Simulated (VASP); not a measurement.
# BiB2Sb3: relaxation of cell and atoms with PBEsol

Crystal: BiB2Sb3.

```xyz
6
Lattice="-2.1030 2.9779 6.3721 2.1030 -2.9779 6.3721 2.1030 2.9779 -6.3721" Properties=species:S:1:pos:R:3 pbc="T T T"
Bi    0.0000    0.0000    0.0000
B     0.0000    0.0000    8.4639
B     0.0000    0.0000    4.2802
Sb    0.0000    2.9779    0.0000
Sb    2.1030    0.0000    2.1252
Sb    0.0000    2.9779    4.2469
```

| Property | Result |
| --- | --- |
| Program | VASP 6.6.1 |
| Task | relaxation of cell and atoms |
| Functional | PBEsol |
| Potentials or basis | VASP PAW PBE potentials, release 64 (Bi_d, B, Sb) |
| Cutoff | 600 eV |
| k mesh | 6 × 6 × 6 |
| Occupations | fermi-dirac, width 0.03 eV |
| Spin | no spin polarisation |
| Dipole correction | no |
| Further INCAR settings | ALGO = Normal; EDIFF = 1e-07; IBRION = 2; EDIFFG = -0.01; NSW = 100; ISIF = 3 |

```
Relaxed volume                        : 21.10 Å³/atom
Relaxed cell                          : a = 6.993 Å, b = 6.993 Å, c = 6.993 Å, α = 151.03°, β = 129.65°, γ = 59.14°
Space group after relaxing (to 0.1 Å) : Immm (No. 71)
Energy gained by relaxing             : 542.6 meV/atom
Ionic steps                           : 23
Pressure after relaxing               : 0.0 GPa
Largest force after relaxing          : 0.007 eV/Å
Band gap on the k mesh                : zero (bands 18 and 19 overlap by 3.53 eV)
```

Forces on the atoms (eV/Å):
```
Bi   0.000  0.000  0.000
B    0.000  0.000 -0.007
B    0.000  0.000  0.007
Sb   0.000  0.000  0.000
Sb   0.000  0.000  0.000
Sb   0.000  0.000  0.000
```

Step by step:
| step | energy change (eV) | largest force (eV/Å) | pressure (GPa) | volume (Å³) |
| --- | --- | --- | --- | --- |
| 1 | 0.0000 | 1.9144 | -8.16 | 159.62 |
| 2 | -1.3403 | 3.1087 | 0.29 | 130.31 |
| 3 | -1.3996 | 3.4293 | 4.44 | 123.45 |
| 4 | -2.2756 | 1.9865 | 6.70 | 117.04 |
| 5 | -2.3857 | 0.2126 | 12.08 | 111.51 |
| 6 | -2.4428 | 0.8952 | 9.59 | 113.59 |
| 7 | -2.9963 | 0.1724 | -2.21 | 129.05 |
| 8 | -2.9987 | 0.2029 | -1.65 | 127.93 |
| 9 | -3.0952 | 0.2444 | -0.49 | 126.57 |
| 10 | -3.1495 | 0.4497 | 1.02 | 124.78 |
| 11 | -3.1800 | 0.3863 | 0.12 | 126.56 |
| 12 | -3.1804 | 0.3803 | 0.03 | 126.76 |
| 13 | -3.2255 | 0.2596 | -0.79 | 127.90 |
| 14 | -3.2295 | 0.2119 | -1.07 | 128.36 |
| 15 | -3.2461 | 0.2054 | 0.72 | 125.81 |
| 16 | -3.2469 | 0.1872 | 0.40 | 126.24 |
| 17 | -3.2549 | 0.0482 | 0.16 | 126.53 |
| 18 | -3.2549 | 0.0582 | 0.17 | 126.51 |
| 19 | -3.2553 | 0.0211 | -0.29 | 127.04 |
| 20 | -3.2556 | 0.0192 | -0.12 | 126.83 |
| 21 | -3.2557 | 0.0113 | 0.01 | 126.60 |
| 22 | -3.2557 | 0.0121 | 0.00 | 126.62 |
| 23 | -3.2558 | 0.0072 | 0.02 | 126.57 |

Final structure:
```xyz
6
Lattice="-1.7490 2.9746 6.0821 1.7490 -2.9746 6.0821 1.7490 2.9746 -6.0821" Properties=species:S:1:pos:R:3 pbc="T T T"
Bi    0.0000    0.0000    0.0000
B     0.0000    0.0000    7.9223
B     0.0000    0.0000    4.2419
Sb    0.0000    2.9746    0.0000
Sb    1.7490    0.0000    2.7430
Sb    0.0000    2.9746    3.3391
```

Levels at points of the mesh, in eV from the Fermi level:
```csv
k point,band 14,band 15,band 16,band 17,band 18,band 19,band 20,band 21,band 22
"(0.00, 0.00, 0.00)",-1.62,-1.43,-1.17,0.79,1.05,1.28,1.32,3.03,3.87
"(0.50, 0.00, 0.00)",-1.55,-0.92,-0.92,-0.68,-0.23,0.50,2.27,2.31,2.81
"(0.00, 0.50, 0.00)",-3.89,-2.61,-2.56,-2.38,-2.23,-0.94,-0.39,1.75,2.37
"(0.50, 0.50, 0.00)",-4.16,-2.89,-0.40,-0.06,0.01,0.58,0.75,0.92,1.15
"(0.50, 0.50, 0.50)",-3.35,-2.11,-0.73,-0.20,2.16,2.17,2.80,3.00,3.32
```

Wall time 43 min on 1 thread of Intel(R) Xeon(R) 6975P-C (Granite Rapids), on a shared host, peak memory 0.71 GiB.

Caveat: the volume moved by over 15 % at a fixed basis, so the end points are rough; the PAW data sets were made with another functional, which shifts forces and pressure a little; spin-orbit coupling is left out, which moves the levels of the heavy elements.
